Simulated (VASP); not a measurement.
# TiSi2 (Fddd) in VASP: single point with PBE

Aim: the single point of TiSi2 with PBE.

Program: VASP 6.6.1. These are calculated values, not measurements. Logs are shortened: lines on timing, memory, paths and dates and some standing lists are left out, and cuts for length are marked.

## (1) The cell of the first run

It takes space group Fddd (No. 70, orthorhombic). Conventional cell: a = 4.867 Å, b = 8.398 Å, c = 8.690 Å, α = 90.00°, β = 90.00°, γ = 90.00°. Ti (site symmetry 222) has 10 Si at 2.60 to 2.83 Å and 4 Ti at 3.26 Å within 3.4 Å. Within 3.4 Å of Si (site symmetry 2) lie 9 Si at 2.57 to 3.26 Å and 5 Ti at 2.60 to 2.83 Å.

## (2) Single point, PBE (14.80 Å³/atom)

Contents of INCAR:

```
PREC = Accurate
ENCUT = 520
EDIFF = 1E-6
ISMEAR = -1
SIGMA = 0.05
LREAL = False
LASPH = True
NELM = 100
ALGO = Normal
ISIF = 2
LWAVE = False
LCHARG = False
GGA = PE
NBANDS = 29
```

Contents of KPOINTS:

```
regular mesh
0
Gamma
  13 13 13
```

Contents of POSCAR:

```
TiSi2
1.0
    0.0000000000      4.1987656027      4.3450800428
    2.4333060007      0.0000000000      4.3450800428
    2.4333060007      4.1987656027      0.0000000000
Ti Si
2 4
Direct
    0.7500000000      0.7500000000      0.7500000000
    0.5000000000      0.5000000000      0.5000000000
    0.0870993689      0.4129006311      0.0870993689
    0.4129006311      0.0870993689      0.4129006311
    0.1629006311      0.8370993689      0.1629006311
    0.8370993689      0.1629006311      0.8370993689
```

Potentials or basis: VASP PAW PBE potentials, release 64 (Ti_sv, Si).

Started as:

```console
> cat potpaw_PBE.64/Ti_sv/POTCAR potpaw_PBE.64/Si/POTCAR > POTCAR
> mpirun -np 1 vasp_std > vasp.out
```

OUTCAR:

```text
PREC = Accurate
   ENCUT = 520
   EDIFF = 1E-6
   ISMEAR = -1
   LREAL = False
   LASPH = True
   NELM = 100
   ISIF = 2
   GGA = PE

 ion  position               nearest neighbor table
   1  0.750  0.750  0.750-   6 2.60   5 2.60   6 2.60   5 2.60   4 2.79   4 2.79   3 2.79   3 2.79
                             3 2.83   4 2.83
   2  0.500  0.500  0.500-   3 2.60   4 2.60   3 2.60   4 2.60   5 2.79   5 2.79   6 2.79   6 2.79
                             5 2.83   6 2.83
   3  0.087  0.413  0.087-   5 2.57   5 2.57   2 2.60   2 2.60   4 2.74   1 2.79   1 2.79   1 2.83
                             4 2.84   4 2.84
   4  0.413  0.087  0.413-   6 2.57   6 2.57   2 2.60   2 2.60   3 2.74   1 2.79   1 2.79   1 2.83
                             3 2.84   3 2.84
   5  0.163  0.837  0.163-   3 2.57   3 2.57   1 2.60   1 2.60   6 2.74   2 2.79   2 2.79   2 2.83
                             6 2.84   6 2.84
   6  0.837  0.163  0.837-   4 2.57   4 2.57   1 2.60   1 2.60   5 2.74   2 2.79   2 2.79   2 2.83
                             5 2.84   5 2.84

  LATTYP: Found a face centered orthorhombic cell.
 ALAT       =     4.8666120014
 B/A-ratio  =     1.7255394930
 C/A-ratio  =     1.7856693903

  Lattice vectors:

 A1 = (   0.0000000000,   4.1987656027,   4.3450800428)
 A2 = (   2.4333060007,   0.0000000000,   4.3450800428)
 A3 = (   2.4333060007,   4.1987656027,   0.0000000000)

Analysis of symmetry for initial positions (statically):
=====================================================================
 Subroutine PRICEL returns:
 Original cell was already a primitive cell.

 Routine SETGRP: Setting up the symmetry group for a
 face centered orthorhombic supercell.

 Subroutine GETGRP returns: Found  8 space group operations
 (whereof  4 operations were pure point group operations)
 out of a pool of  8 trial point group operations.

The static configuration has the point symmetry D_2 .
 The point group associated with its full space group is D_2h.

Analysis of symmetry for dynamics (positions and initial velocities):
=====================================================================
 Subroutine PRICEL returns:
 Original cell was already a primitive cell.

 Routine SETGRP: Setting up the symmetry group for a
 face centered orthorhombic supercell.

 Subroutine GETGRP returns: Found  8 space group operations
 (whereof  4 operations were pure point group operations)
 out of a pool of  8 trial point group operations.

The dynamic configuration has the point symmetry D_2 .
 The point group associated with its full space group is D_2h.

 Subroutine INISYM returns: Found  8 space group operations
 (whereof  4 operations are pure point group operations),
 and found     1 'primitive' translations

----------------------------------------------------------------------------------------

                                     Primitive cell

  volume of cell :      88.7863

  direct lattice vectors                    reciprocal lattice vectors
     0.000000000  4.198765603  4.345080043    -0.205481760  0.119082618  0.115072679
     2.433306001  0.000000000  4.345080043     0.205481760 -0.119082618  0.115072679
     2.433306001  4.198765603  0.000000000     0.205481760  0.119082618 -0.115072679

  length of vectors
     6.042297011  4.980029987  4.852897143     0.263903666  0.263903666  0.263903666

  position of ions in fractional coordinates (direct lattice)
     0.750000000  0.750000000  0.750000000
     0.500000000  0.500000000  0.500000000
     0.087099369  0.412900631  0.087099369
     0.412900631  0.087099369  0.412900631
     0.162900631  0.837099369  0.162900631
     0.837099369  0.162900631  0.837099369

  ion indices of the primitive-cell ions
   primitive index   ion index
                 1           1
                 2           2
                 3           3
                 4           4
                 5           5
                 6           6

----------------------------------------------------------------------------------------

 KPOINTS: regular mesh

Automatic generation of k-mesh.
 Grid dimensions read from file:
 generate k-points for:   13   13   13

 Generating k-lattice:

  Cartesian coordinates                     Fractional coordinates (reciprocal lattice)
    -0.015806289  0.009160201  0.008851745     0.076923077  0.000000000  0.000000000
     0.015806289 -0.009160201  0.008851745     0.000000000  0.076923077  0.000000000
     0.015806289  0.009160201 -0.008851745     0.000000000  0.000000000  0.076923077

  Length of vectors
     0.020300282  0.020300282  0.020300282

  Shift w.r.t. Gamma in fractional coordinates (k-lattice)
     0.000000000  0.000000000  0.000000000

 Subroutine IBZKPT returns following result:
 ===========================================

 Found    343 irreducible k-points:

 Following reciprocal coordinates:
            Coordinates               Weight
  0.000000  0.000000  0.000000      1.000000
  0.076923  0.000000  0.000000      8.000000
  0.153846 -0.000000  0.000000      8.000000
  0.230769  0.000000  0.000000      8.000000
  0.307692 -0.000000  0.000000      8.000000
  0.384615 -0.000000 -0.000000      8.000000
[... 16 lines left out ...]
  0.384615  0.153846  0.000000      8.000000
  0.461538  0.153846 -0.000000      8.000000
 [... further k-points ...]
   k-points           NKPTS =    343   k-points in BZ     NKDIM =    343   number of bands    NBANDS=     29
   number of dos      NEDOS =    301   number of ions     NIONS =      6
   total plane-waves  NPLWV =  69120
   dimension x,y,z NGX =    48 NGY =   40 NGZ =   36
   dimension x,y,z NGXF=    96 NGYF=   80 NGZF=   72
   ions per type =               2   4
   NGX,Y,Z   is equivalent  to a cutoff of  13.21, 13.35, 12.33 a.u.
   NGXF,Y,Z  is equivalent  to a cutoff of  26.41, 26.71, 24.67 a.u.
 SYSTEM =  unknown system
   PREC   = accura    normal or accurate (medium, high low for compatibility)
   ISTART =      0    job   : 0-new  1-cont  2-samecut
   ICHARG =      2    charge: 1-file 2-atom 10-const
   ISPIN  =      1    spin polarized calculation?
   LNONCOLLINEAR =      F non collinear calculations
   LSORBIT =      F    spin-orbit coupling
   LASPH  =      T    aspherical Exc in radial PAW
   ENCUT  =  520.0 eV  38.22 Ry    6.18 a.u.  11.23  9.26  9.02*2*pi/ulx,y,z
   NELM   =    100;   NELMIN=  2; NELMDL= -5     # of ELM steps
   EDIFF  = 0.1E-05   stopping-criterion for ELM
   LREAL  =      F    real-space projection
   EDIFFG = 0.1E-04   stopping-criterion for IOM
   NSW    =      0    number of steps for IOM
   IBRION =     -1    ionic relax: 0-MD 1-quasi-New 2-CG
   NFREE  =      0    steps in history (QN), initial steepest desc. (CG)
   ISIF   =      2    stress and relaxation
   ISYM   =      2    0-nonsym 1-usesym 2-fastsym
   POTIM  = 0.5000    time-step for ionic-motion
   TEBEG  =    0.0;   TEEND  =   0.0 temperature during run
   PSTRESS=    0.0 pullay stress
   NELECT =      40.0000    total number of electrons
   NUPDOWN=      -1.0000    fix difference up-down
   EMIN   =  10.00;   EMAX   =-10.00  energy-range for DOS
   EFERMI =   0.00;   METHOD = LEGACY
   ISMEAR =    -1;   SIGMA  =   0.05  broadening in eV -4-tet -1-fermi 0-gaus
   EFERMI_NEDOS =   21; number of points for ismear=-14 and -15
   IALGO  =     38    algorithm
   IMIX   =      4    mixing-type and parameters
     AMIX     =   0.40;   BMIX     =  1.00
     AMIX_MAG =   1.60;   BMIX_MAG =  1.00
  volume/ion in A,a.u.               =      14.80        99.86
  Fermi-wavevector in a.u.,A,eV,Ry     =   1.255007  2.371619 21.429752  1.575042
  Thomas-Fermi vector in A             =   2.388784
   LORBIT       =      0    0 simple, 1 ext, 2 COOP (PROOUT), +10 PAW based schemes
   GGA     = PE    functional components
   LHFCALC =     F    Hartree Fock is set to
   AEXX    =    0.0000 exact exchange contribution
   IVDW    =     0    specifies the selected vdW correction
   LEPSILON=     F    determine dielectric tensor
   LRPA    =     F    only Hartree local field effects (RPA)
 non-spin polarized calculation
  energy-cutoff  :      520.00
  volume of cell :       88.79
 maximum number of plane-waves:      2412
 NGX is ok and might be reduce to    48
   NGX = 23   NGY = 19   NGZ = 19

 number of electron      39.9999999 magnetization

 Free energy of the ion-electron system (eV)
  ---------------------------------------------------
  ext. energy  EPLUGINS =         0.00000000
  ---------------------------------------------------
  free energy    TOTEN  =       -40.64392007 eV

  energy without entropy =      -40.62385761  energy(sigma->0) =      -40.63388884

 E-fermi :   9.5203     XC(G=0): -11.4855

 val. band max:        9.5173828220   @ k =   0.3077  -0.0000   0.0000
 cond. band min:       9.5243420770   @ k =  -0.4615   0.0769   0.0769
 fundamental gap:      0.0069592550
 Fermi energy:         9.5202598241

 k-point     1 :       0.0000    0.0000    0.0000
  band No.  band energies     occupation
      1     -46.9345      2.00000
      2     -46.9127      2.00000
      3     -23.2846      2.00000
      4     -23.2769      2.00000
      5     -23.2046      2.00000
      6     -23.1936      2.00000
[... 21 lines left out ...]
     28      13.0281      0.00000
     29      13.0459      0.00000

 k-point     2 :       0.0769    0.0000    0.0000
  band No.  band energies     occupation
      1     -46.9342      2.00000
      2     -46.9130      2.00000
      3     -23.2844      2.00000
      4     -23.2767      2.00000
      5     -23.2066      2.00000
      6     -23.1927      2.00000
[... 21 lines left out ...]
     28      12.9292      0.00000
     29      13.1255      0.00000

 k-point     3 :       0.1538   -0.0000    0.0000
  band No.  band energies     occupation
      1     -46.9335      2.00000
      2     -46.9136      2.00000
      3     -23.2844      2.00000
      4     -23.2753      2.00000
      5     -23.2116      2.00000
      6     -23.1924      2.00000
[... 21 lines left out ...]
     28      13.2024      0.00000
     29      13.2274      0.00000

 k-point     4 :       0.2308    0.0000    0.0000
  band No.  band energies     occupation
      1     -46.9324      2.00000
      2     -46.9147      2.00000
      3     -23.2855      2.00000
      4     -23.2721      2.00000
      5     -23.2186      2.00000
      6     -23.1921      2.00000
[... 21 lines left out ...]
     28      13.2688      0.00000
     29      13.4907      0.00000

 k-point     5 :       0.3077   -0.0000    0.0000
  band No.  band energies     occupation
      1     -46.9311      2.00000
      2     -46.9160      2.00000
      3     -23.2872      2.00000
      4     -23.2676      2.00000
      5     -23.2266      2.00000
      6     -23.1912      2.00000
[... 21 lines left out ...]
     28      13.2895      0.00000
     29      13.7474      0.00000
[... 510 lines left out ...]
     28      13.0840      0.00000
     29      13.5318      0.00000

 k-point    22 :       0.3077    0.1538    0.0000
  band No.  band energies     occupation
      1     -46.9312      2.00000
      2     -46.9159      2.00000
      3     -23.2825      2.00000
      4     -23.2625      2.00000
      5     -23.2303      2.00000
      6     -23.1912      2.00000
[... 21 lines left out ...]
     28      13.2749      0.00000
     29      13.6168      0.00000

 k-point    23 :       0.3846    0.1538    0.0000
  band No.  band energies     occupation
      1     -46.9299      2.00000
      2     -46.9172      2.00000
      3     -23.2841      2.00000
      4     -23.2561      2.00000
      5     -23.2385      2.00000
      6     -23.1926      2.00000
[... 21 lines left out ...]
     28      13.3930      0.00000
     29      13.6551      0.00000

 k-point    24 :       0.4615    0.1538   -0.0000
  band No.  band energies     occupation
      1     -46.9287      2.00000
      2     -46.9183      2.00000
      3     -23.2854      2.00000
      4     -23.2529      2.00000
      5     -23.2436      2.00000
      6     -23.1936      2.00000
[... 21 lines left out ...]
     28      13.3346      0.00000
     29      13.5473      0.00000

 [... further k-points ...]
[... 5 lines left out ...]
  --------------------------------------------------------------------------------------
  -------------------------------------------------------------------------------------
  Total       -2.7794102     -2.7930368     -3.6928947      0.0000000      0.0000000      0.0000000
  in kB      -50.1553302    -50.4012271    -66.6394446      0.0000000      0.0000000      0.0000000
  external PRESSURE =     -55.7320006 kB  Pullay stress =       0.0000000 kB

 VOLUME and BASIS-vectors are now :
 -----------------------------------------------------------------------------
  energy-cutoff  :      520.00
  volume of cell :       88.79
      direct lattice vectors                 reciprocal lattice vectors
     0.000000000  4.198765603  4.345080043    -0.205481760  0.119082618  0.115072679
     2.433306001  0.000000000  4.345080043     0.205481760 -0.119082618  0.115072679
     2.433306001  4.198765603  0.000000000     0.205481760  0.119082618 -0.115072679

 POSITION                                       TOTAL-FORCE (eV/Angst)
 -----------------------------------------------------------------------------------
      3.64996      6.29815      6.51762        -0.000000     -0.000000     -0.000000
      2.43331      4.19877      4.34508         0.000000     -0.000000      0.000000
      1.21665      0.73142      2.17254        -0.000000      0.012760      0.000000
      1.21665      3.46735      2.17254        -0.000000     -0.012760      0.000000
      2.43331      1.36796      4.34508         0.000000     -0.012760     -0.000000
      2.43331      7.02957      4.34508         0.000000      0.012760     -0.000000
 -----------------------------------------------------------------------------------
    total drift:                               -0.000000     -0.000000      0.000000

  FREE ENERGIE OF THE ION-ELECTRON SYSTEM (eV)
  ---------------------------------------------------
  free  energy   TOTEN  =       -40.6439200732 eV

  energy  without entropy=      -40.6238576140  energy(sigma->0) =      -40.63388884
```

It took 30 min on 1 thread of Oxide Virtual Turin-like, shared host; peak memory 0.74 GiB.

What came out:

```yaml
Free_energy: -40.6439 eV
Pressure: -5.6 GPa
Largest_force: 0.013 eV/Å
Band_gap_on_the_k_mesh: zero (bands 20 and 21 overlap by 1.77 eV)
```

Forces in eV/Å, atoms in the order of the input:
```
Ti   0.000  0.000  0.000
Ti   0.000  0.000  0.000
Si   0.000  0.013  0.000
Si   0.000 -0.013  0.000
Si   0.000 -0.013  0.000
Si   0.000  0.013  0.000
```

Caveat: the cell stands under tension.
